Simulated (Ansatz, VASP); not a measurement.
HfO2 in VASP and in Ansatz

```
CELL_PARAMETERS angstrom
5.09565 0.00000 -0.00188
0.00000 5.17708 0.00000
-0.87834 0.00000 5.19688
ATOMIC_POSITIONS crystal
Hf 0.27715 0.45704 0.70818
Hf 0.72285 0.95704 0.79182
Hf 0.72285 0.54296 0.29182
Hf 0.27715 0.04296 0.20818
O 0.44713 0.74181 0.97999
O 0.55287 0.24181 0.52001
O 0.55287 0.25819 0.02001
O 0.44713 0.75819 0.47999
O 0.07124 0.33735 0.34088
O 0.92876 0.83735 0.15912
O 0.92876 0.66265 0.65912
O 0.07124 0.16265 0.84088
```

Alike in both runs: functional PBEsol; k mesh 4 × 4 × 4; no spin polarisation.

Ansatz relaxed the structure, and its values are those at the end. VASP's run is a single point on that final structure, the one shown.

|  | VASP | Ansatz |
| --- | --- | --- |
| version | VASP 6.6.1 | Ansatz 0.2.0 |
| potentials or method | VASP PAW PBE potentials, release 64 (Hf_pv, O) | scalar-relativistic, plane waves, PAW |
| plane-wave cutoff (eV) | 520 | 420 |
| occupations | gaussian, width 0.01 eV | fixed |
| valence electrons in the cell | 88 | 152 |

VASP gave:

```
gap on the k mesh at the Fermi level (eV) : 3.93
least direct gap on the mesh (eV)         : 4.03
pressure (GPa)                            : -3.0
rms of the force components (eV/Å)        : 0.032
```

Which values does Ansatz return?

gap on the k mesh at the Fermi level (eV): 3.97; least direct gap on the mesh (eV): 4.07; pressure (GPa): 0.0; rms of the force components (eV/Å): 0.000.

VASP's potentials were made for PBE, not for PBEsol. VASP's potentials hold 88 valence electrons a cell and Ansatz's 152, so a difference there can come from the potentials and not from the codes.

Spin-orbit coupling is off throughout.
